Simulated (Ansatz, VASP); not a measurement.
# One calculation of MgSI, two programs

```xyz
3
Lattice="3.4499 0.0000 0.0000 0.0000 3.4499 0.0000 0.0000 0.0000 9.8045" Properties=species:S:1:pos:R:3 pbc="T T T"
Mg    1.7250    1.7250    0.0000
S     0.0000    0.0000    0.0000
I     0.0000    0.0000    4.9022
```

Alike in both runs: functional PBE; k mesh 14 × 14 × 6; occupations gaussian, width 0.1 eV; no spin polarisation.

Ansatz relaxed the structure, and its values are those at the end. VASP's run is a single point on that final structure, the one shown.

```csv
,VASP,Ansatz
version,VASP 6.6.1,Ansatz 0.2.0
potentials or method,"VASP PAW PBE potentials, release 64 (Mg, S, I), cutoff 520 eV","scalar-relativistic, plane waves, PAW"
valence electrons in the cell,15,33
```

```csv
,VASP,Ansatz,Ansatz less VASP
gap on the k mesh at the Fermi level (eV),none,none,-
pressure (GPa),0.0,0.0,+0.07
```

A gap of «none» marks a metal or a gap that the smearing closes. With one functional, cell and mesh, what is left measures potentials, basis and numerics. VASP's potentials hold 15 valence electrons a cell and Ansatz's 33, so a difference there can come from the potentials and not from the codes.

Neither program's run includes spin-orbit coupling.
